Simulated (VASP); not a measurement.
# LiF (I4/mmm) in VASP: a series of runs

Runs on LiF. Level: PBE. Tasks: single point.

Program: VASP 6.6.1. These are calculated values, not measurements. Logs are shortened: lines on timing, memory, paths and dates and some standing lists are left out, and cuts for length are marked.

## Step 1: The cell of the first run

Symmetry: I4/mmm, No. 139, tetragonal system. The conventional cell has a = 2.848 Å, b = 2.848 Å, c = 3.827 Å, α = 90.00°, β = 90.00°, γ = 90.00°. Within 2.5 Å of Li (site symmetry 4/mmm) lie 6 F at 1.91 to 2.01 Å. F (site symmetry 4/mmm) has 6 Li at 1.91 to 2.01 Å within 2.5 Å.

## Step 2: Single point, PBE (strain -0.0500 x Voigt [0, 1, 0, 0, 0, 0])

The input, INCAR:

```
SYSTEM = LiF
  ALGO = Normal
  EDIFF = 1E-6
  ENCUT = 520
  GGA = PE
  ISIF = 2
  ISMEAR = 0
  LASPH = .True.
  LCHARG = .False.
  LREAL = .False.
  LWAVE = .False.
  NBANDS = 12
  NELM = 60
  PREC = Accurate
  SIGMA = 0.05
```

The input, KPOINTS:

```
k-points
0
Gamma
  10 10 10
  0 0 0
```

The input, POSCAR:

```
LiF
1.0
    0.0000000000      1.9133000000      2.0140000000
    2.0140000000      0.0000000000      2.0140000000
    2.0140000000      1.9133000000      0.0000000000
Li F
1 1
Direct
    0.0000000000      0.0000000000      0.0000000000
    0.5000000000      0.5000000000      0.5000000000
```

Potentials or basis: VASP PAW PBE potentials, release 64 (Li_sv, F).

Run with:

```sh
> cat potpaw_PBE.64/Li_sv/POTCAR potpaw_PBE.64/F/POTCAR > POTCAR
> mpirun -np 1 vasp_std > vasp.out
```

OUTCAR:

```text
SYSTEM = LiF
   EDIFF = 1E-6
   ENCUT = 520
   GGA = PE
   ISIF = 2
   ISMEAR = 0
   LASPH = .True.
   LREAL = .False.
   NELM = 60
   PREC = Accurate

 ion  position               nearest neighbor table
   1  0.000  0.000  0.000-   2 1.91   2 1.91   2 2.01   2 2.01   2 2.01   2 2.01
   2  0.500  0.500  0.500-   1 1.91   1 1.91   1 2.01   1 2.01   1 2.01   1 2.01

  LATTYP: Found a body centered tetragonal cell.
 ALAT       =     2.8482261146
 C/A-ratio  =     1.3435028843

  Lattice vectors:

 A1 = (   0.0000000000,  -1.9133000000,   2.0140000000)
 A2 = (   0.0000000000,  -1.9133000000,  -2.0140000000)
 A3 = (   2.0140000000,   1.9133000000,   0.0000000000)

Analysis of symmetry for initial positions (statically):
=====================================================================
 Subroutine PRICEL returns:
 Original cell was already a primitive cell.

 Routine SETGRP: Setting up the symmetry group for a
 body centered tetragonal supercell.

 Subroutine GETGRP returns: Found 16 space group operations
 (whereof 16 operations were pure point group operations)
 out of a pool of 16 trial point group operations.

The static configuration has the point symmetry D_4h.

Analysis of symmetry for dynamics (positions and initial velocities):
=====================================================================
 Subroutine PRICEL returns:
 Original cell was already a primitive cell.

 Routine SETGRP: Setting up the symmetry group for a
 body centered tetragonal supercell.

 Subroutine GETGRP returns: Found 16 space group operations
 (whereof 16 operations were pure point group operations)
 out of a pool of 16 trial point group operations.

The dynamic configuration has the point symmetry D_4h.

 Subroutine INISYM returns: Found 16 space group operations
 (whereof 16 operations are pure point group operations),
 and found     1 'primitive' translations

----------------------------------------------------------------------------------------

                                     Primitive cell

  volume of cell :      15.5214

  direct lattice vectors                    reciprocal lattice vectors
     0.000000000  1.913300000  2.014000000    -0.248262165  0.261328595  0.248262165
     2.014000000  0.000000000  2.014000000     0.248262165 -0.261328595  0.248262165
     2.014000000  1.913300000  0.000000000     0.248262165  0.261328595 -0.248262165

  length of vectors
     2.777933205  2.848226115  2.777933205     0.437676638  0.437676638  0.437676638

  position of ions in fractional coordinates (direct lattice)
     0.000000000  0.000000000  0.000000000
     0.500000000  0.500000000  0.500000000

  ion indices of the primitive-cell ions
[... 84 lines left out ...]
   TEBEG  =    0.0;   TEEND  =   0.0 temperature during run
   PSTRESS=    0.0 pullay stress
   NELECT =      10.0000    total number of electrons
   NUPDOWN=      -1.0000    fix difference up-down
   EMIN   =  10.00;   EMAX   =-10.00  energy-range for DOS
   EFERMI =   0.00;   METHOD = LEGACY
   ISMEAR =     0;   SIGMA  =   0.05  broadening in eV -4-tet -1-fermi 0-gaus
   EFERMI_NEDOS =   21; number of points for ismear=-14 and -15
   IALGO  =     38    algorithm
   IMIX   =      4    mixing-type and parameters
     AMIX     =   0.40;   BMIX     =  1.00
     AMIX_MAG =   1.60;   BMIX_MAG =  1.00
  volume/ion in A,a.u.               =       7.76        52.37
  Fermi-wavevector in a.u.,A,eV,Ry     =   1.413940  2.671958 27.201107  1.999225
  Thomas-Fermi vector in A             =   2.535533
   LORBIT       =      0    0 simple, 1 ext, 2 COOP (PROOUT), +10 PAW based schemes
   GGA     = PE    functional components
   LHFCALC =     F    Hartree Fock is set to
   AEXX    =    0.0000 exact exchange contribution
   IVDW    =     0    specifies the selected vdW correction
   LEPSILON=     F    determine dielectric tensor
   LRPA    =     F    only Hartree local field effects (RPA)
 non-spin polarized calculation
 Gauss-broadening in eV      SIGMA  =   0.05
  energy-cutoff  :      520.00
  volume of cell :       15.52
 maximum number of plane-waves:       435
 NGX is ok and might be reduce to    24
   NGX = 11   NGY = 11   NGZ = 11

 number of electron      10.0000000 magnetization

 number of electron       9.9999998 magnetization

 Free energy of the ion-electron system (eV)
  ---------------------------------------------------
  ext. energy  EPLUGINS =         0.00000000
  ---------------------------------------------------
  free energy    TOTEN  =        -9.60616155 eV

  energy without entropy =       -9.60616155  energy(sigma->0) =       -9.60616155

 E-fermi :  -0.3793     XC(G=0): -10.2305

 val. band max:       -0.6580914331   @ k =   0.0000   0.0000   0.0000
 cond. band min:       8.8471315371   @ k =   0.0000   0.0000   0.0000
 fundamental gap:      9.5052229702
 Fermi energy:        -0.3793255497

 k-point     1 :       0.0000    0.0000    0.0000
  band No.  band energies     occupation
      1     -41.5040      2.00000
      2     -20.8192      2.00000
      3      -0.8023      2.00000
      4      -0.6581      2.00000
      5      -0.6581      2.00000
      6       8.8471      0.00000
      7      23.5538      0.00000
      8      23.5538      0.00000
      9      24.0216      0.00000
     10      24.0216      0.00000
     11      24.4694      0.00000
     12      24.8514      0.00000
[... 331 lines left out ...]
 k-point    24 :       0.4000    0.3000    0.0000
  band No.  band energies     occupation
      1     -41.4323      2.00000
      2     -20.2509      2.00000
      3      -3.2029      2.00000
      4      -1.7006      2.00000
      5      -1.3999      2.00000
      6      12.7041      0.00000
      7      16.6001      0.00000
      8      18.2926      0.00000
      9      20.2855      0.00000
     10      21.4914      0.00000
     11      34.0648      0.00000
     12      35.2923      0.00000

 [... further k-points ...]
[... 5 lines left out ...]
  --------------------------------------------------------------------------------------
  -------------------------------------------------------------------------------------
  Total        0.4284352      1.0099845      0.4284352     -0.0000000      0.0000000      0.0000000
  in kB       44.2245858    104.2541387     44.2245858     -0.0000000      0.0000000      0.0000000
  external PRESSURE =      64.2344368 kB  Pullay stress =       0.0000000 kB

 VOLUME and BASIS-vectors are now :
 -----------------------------------------------------------------------------
  energy-cutoff  :      520.00
  volume of cell :       15.52
      direct lattice vectors                 reciprocal lattice vectors
     0.000000000  1.913300000  2.014000000    -0.248262165  0.261328595  0.248262165
     2.014000000  0.000000000  2.014000000     0.248262165 -0.261328595  0.248262165
     2.014000000  1.913300000  0.000000000     0.248262165  0.261328595 -0.248262165

 POSITION                                       TOTAL-FORCE (eV/Angst)
 -----------------------------------------------------------------------------------
      0.00000      0.00000      0.00000         0.000000     -0.000000      0.000000
      2.01400      1.91330      2.01400         0.000000      0.000000      0.000000
 -----------------------------------------------------------------------------------
    total drift:                               -0.000000     -0.000000      0.000000

  FREE ENERGIE OF THE ION-ELECTRON SYSTEM (eV)
  ---------------------------------------------------
  free  energy   TOTEN  =        -9.6061615510 eV

  energy  without entropy=       -9.6061615510  energy(sigma->0) =       -9.60616155
```

OSZICAR:

```text
N       E                     dE             d eps       ncg     rms          rms(c)
DAV:   1     0.315380783320E+02    0.31538E+02   -0.55405E+03  2520   0.860E+02
DAV:   2    -0.904751411286E+01   -0.40586E+02   -0.39645E+02  2932   0.189E+02
DAV:   3    -0.101122319313E+02   -0.10647E+01   -0.10622E+01  3248   0.266E+01
DAV:   4    -0.101218560223E+02   -0.96241E-02   -0.96238E-02  2744   0.271E+00
DAV:   5    -0.101219707150E+02   -0.11469E-03   -0.11469E-03  3196   0.214E-01    0.456E+00
DAV:   6    -0.959500621852E+01    0.52696E+00   -0.24429E+00  2796   0.984E+00    0.135E+00
DAV:   7    -0.959939194291E+01   -0.43857E-02   -0.20454E-02  3232   0.125E+00    0.853E-01
DAV:   8    -0.960606579715E+01   -0.66739E-02   -0.14294E-02  3000   0.124E+00    0.108E-01
DAV:   9    -0.960608767208E+01   -0.21875E-04   -0.93581E-04  2800   0.275E-01    0.422E-02
DAV:  10    -0.960615873134E+01   -0.71059E-04   -0.12231E-04  2784   0.875E-02    0.150E-02
DAV:  11    -0.960616065739E+01   -0.19261E-05   -0.59989E-06  3112   0.230E-02    0.236E-03
DAV:  12    -0.960616155100E+01   -0.89361E-06   -0.43583E-07  2728   0.568E-03
   1 F= -.96061616E+01 E0= -.96061616E+01  d E =-.179173E-17
```

It took 54 s on 1 thread of AMD EPYC 7R13, shared host; peak memory 0.11 GiB.

Results:

- Free energy: -9.6062 eV
- Band gap on the k mesh: 9.51 eV, direct

Levels at points of the mesh, in eV from the valence-band top:
```tsv
k point	band 1	band 2	band 3	band 4	band 5	band 6	band 7	band 8	band 9	band 10
(0.00, 0.00, 0.00)	-40.85	-20.16	-0.14	0.00	0.00	9.51	24.21	24.21	24.68	24.68
(0.50, 0.00, 0.00)	-40.77	-19.69	-2.71	-0.35	-0.23	11.00	17.30	18.80	19.80	31.08
(0.50, 0.50, 0.00)	-40.76	-19.41	-3.30	-1.24	-0.90	14.95	16.95	18.03	20.66	21.54
(0.50, 0.00, 0.50)	-40.75	-19.34	-3.24	-1.23	-1.23	15.94	16.21	18.13	20.33	20.33
```

Caveat: the cell differs from its parent crystal (strain -0.0500 x Voigt [0, 1, 0, 0, 0, 0]); the cutoff is under 1.25 times the usual one of these potentials, so pressure, stress and relaxed cells hold a basis-set (Pulay) error. A k mesh can miss the band edges.

## Step 3: Single point, PBE (strain -0.0750 x Voigt [0, 1, 0, 0, 0, 0])

The input, INCAR:

```
SYSTEM = LiF
PREC = Accurate ; ENCUT = 520
EDIFF = 1E-6 ; ISMEAR = 0
SIGMA = 0.05 ; LREAL = .False.
LASPH = .True. ; NELM = 80
ALGO = Normal ; ISIF = 2
LWAVE = .False. ; LCHARG = .True.
GGA = PE ; LELF = .True.
LVHAR = .True. ; NBANDS = 12
```

The input, KPOINTS:

```
Automatic mesh
0
Gamma
  10 10 10
  0 0 0
```

The input, POSCAR:

```
LiF
1.0
    0.0000000000      1.8629500000      2.0140000000
    2.0140000000      0.0000000000      2.0140000000
    2.0140000000      1.8629500000      0.0000000000
Li F
1 1
Direct
    0.0000000000      0.0000000000      0.0000000000
    0.5000000000      0.5000000000      0.5000000000
```

Potentials or basis: VASP PAW PBE potentials, release 64 (Li_sv, F).

Run with:

```sh
> cat potpaw_PBE.64/Li_sv/POTCAR potpaw_PBE.64/F/POTCAR > POTCAR
> mpirun -np 1 vasp_std > vasp.out
```

Run time: 41 s. Hardware: 1 thread of AMD EPYC 7R13, shared host; peak memory 0.1 GiB.

It converged, with:

| Quantity | Value |
| --- | --- |
| Free energy | -9.5700 eV |
| Band gap on the k mesh | 9.71 eV, direct |

Levels at points of the mesh, in eV from the valence-band top:
```
           k point  band 3  band 4  band 5  band 6  band 7  band 8
(0.00, 0.00, 0.00)   -0.24    0.00    0.00    9.71   24.34   24.34
(0.50, 0.00, 0.00)   -2.81   -0.41   -0.24   11.13   17.60   18.75
(0.50, 0.50, 0.00)   -3.46   -1.37   -0.84   15.03   17.23   18.34
(0.50, 0.00, 0.50)   -3.36   -1.36   -1.36   16.06   16.57   18.51
```

Caveat: the cell differs from its parent crystal (strain -0.0750 x Voigt [0, 1, 0, 0, 0, 0]); the cutoff is under 1.25 times the usual one of these potentials, so pressure, stress and relaxed cells hold a basis-set (Pulay) error. A k mesh can miss the band edges.

## Step 4: Single point, PBE (strain +0.1000 x Voigt [0, 1, 0, 0, 0, 0])

The input, INCAR:

```
ALGO = Normal ; EDIFF = 1E-6
ENCUT = 520 ; GGA = PE
ISIF = 2 ; ISMEAR = 0
LASPH = T ; LCHARG = F
LREAL = F ; LWAVE = F
NBANDS = 12 ; NELM = 100
PREC = Accurate ; SIGMA = 0.05
```

The input, KPOINTS:

```
k-points
0
Gamma
  10 10 10
```

The input, POSCAR:

```
LiF
1.0
    0.0000000000      2.2154000000      2.0140000000
    2.0140000000      0.0000000000      2.0140000000
    2.0140000000      2.2154000000      0.0000000000
Li F
1 1
Direct
    0.0000000000      0.0000000000      0.0000000000
    0.5000000000      0.5000000000      0.5000000000
```

Run with:

```sh
> cat potpaw_PBE.64/Li_sv/POTCAR potpaw_PBE.64/F/POTCAR > POTCAR
> mpirun -np 1 vasp_std > vasp.out
```

Run time: 57 s. Hardware: 1 thread of AMD EPYC 7R13, shared host; peak memory 0.11 GiB.

Results (log left out):

- Free energy: -9.6150 eV
- Band gap on the k mesh: 8.18 eV, direct

Levels at points of the mesh, in eV from the valence-band top:
```tsv
k point	band 2	band 3	band 4	band 5	band 6	band 7	band 8	band 9
(0.00, 0.00, 0.00)	-19.82	-0.15	-0.15	0.00	8.18	21.47	22.91	23.38
(0.50, 0.00, 0.00)	-19.46	-2.32	-0.37	-0.20	10.22	15.54	17.39	18.90
(0.50, 0.50, 0.00)	-19.21	-2.70	-1.31	-0.77	14.45	15.63	16.37	18.13
(0.50, 0.00, 0.50)	-19.32	-2.73	-0.80	-0.80	12.87	16.19	16.78	20.00
```

Caveat: the cell differs from its parent crystal (strain +0.1000 x Voigt [0, 1, 0, 0, 0, 0]); the cutoff is under 1.25 times the usual one of these potentials, so pressure, stress and relaxed cells hold a basis-set (Pulay) error.

## Step 5: The runs side by side

| cell | gap on the mesh (eV) |
| --- | --- |
| a = 2.778, b = 2.848 Å, angles 59.2, 61.7, 59.2°, 2 atoms | 9.51 |
| a = 2.743, b = 2.848 Å, angles 58.7, 62.5, 58.7°, 2 atoms | 9.71 |
| a = 2.994, b = 2.848 Å, angles 61.6, 56.8, 61.6°, 2 atoms | 8.18 |

Alike in all rows: task single point; level PBE; potentials or basis VASP PAW PBE potentials, release 64 (Li_sv, F); no spin polarisation; k mesh 10 × 10 × 10; cutoff (eV) 520; smearing gaussian 0.05 eV.

Caveats: the cutoff is under 1.25 times the usual one of these potentials, so pressure, stress and relaxed cells hold a basis-set (Pulay) error.

Total energies depend on the potentials used, so only differences within one code and one set of settings carry meaning.
